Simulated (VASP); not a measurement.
Write the native input for VASP 6.6.1 that does the following.

| Property | Result |
| --- | --- |
| Task | density of states |
| Functional | PBEsol |
| Potentials or basis | VASP PAW PBE potentials, release 64 (B) |
| Cutoff | 520 eV |
| k mesh | 25 × 25 × 25 |
| Occupations | fermi-dirac, width 0.08 eV |
| Spin | no spin polarisation |
| Dipole correction | no |
| k mesh for the DOS | 38 × 38 × 38 |
| Occupations for the DOS | tetrahedron |
| Further INCAR settings | ALGO = Normal; EDIFF = 1e-06; NBANDS = 8 |

The system is B.

```
B
1.0
    -1.10073    1.10073    1.10073
     1.10073   -1.10073    1.10073
     1.10073    1.10073   -1.10073
B
1
Direct
  0.00000 0.00000 0.00000
```

This cell differs from its parent crystal: volume scaled by 0.88.

These files were run (other wordings do the same):

POSCAR

```
B
1.0
   -1.1007316360      1.1007316360      1.1007316360
    1.1007316360     -1.1007316360      1.1007316360
    1.1007316360      1.1007316360     -1.1007316360
B
1
Direct
    0.0000000000      0.0000000000      0.0000000000
```

INCAR.step1

```
SYSTEM = B
PREC = Accurate
ENCUT = 520
EDIFF = 1E-6
ISMEAR = -1
SIGMA = 0.08
LREAL = .FALSE.
LASPH = .TRUE.
NELM = 60
ALGO = Normal
ISIF = 2
LWAVE = .FALSE.
LCHARG = .TRUE.
GGA = PS
NBANDS = 8
```

KPOINTS.step1

```
regular mesh
0
G
  25 25 25
  0 0 0
```

INCAR.step2

```
SYSTEM = B
PREC = Accurate
ENCUT = 520
EDIFF = 1E-6
ISMEAR = -5
SIGMA = 0.08
LREAL = .FALSE.
LASPH = .TRUE.
NELM = 60
ALGO = Normal
ISIF = 2
LWAVE = .FALSE.
LCHARG = .FALSE.
GGA = PS
LORBIT = 11
NBANDS = 8
NEDOS = 1001
ICHARG = 11
```

KPOINTS.step2

```
regular mesh
0
G
  38 38 38
  0 0 0
```

Potentials or basis: VASP PAW PBE potentials, release 64 (B).

Run with:

```bash
$ cat potpaw_PBE.64/B/POTCAR > POTCAR
$ cp INCAR.step1 INCAR
$ cp KPOINTS.step1 KPOINTS
$ mpirun -np 1 vasp_std > vasp.out
$ cp INCAR.step2 INCAR
$ cp KPOINTS.step2 KPOINTS
$ mpirun -np 1 vasp_std > vasp.out
```

Results of the run:

- Valence electrons inside the program's atomic spheres: B 1.88

Run time: 2.3 min on 1 thread of AMD EPYC 7R13, on a shared host, peak memory 0.22 GiB.
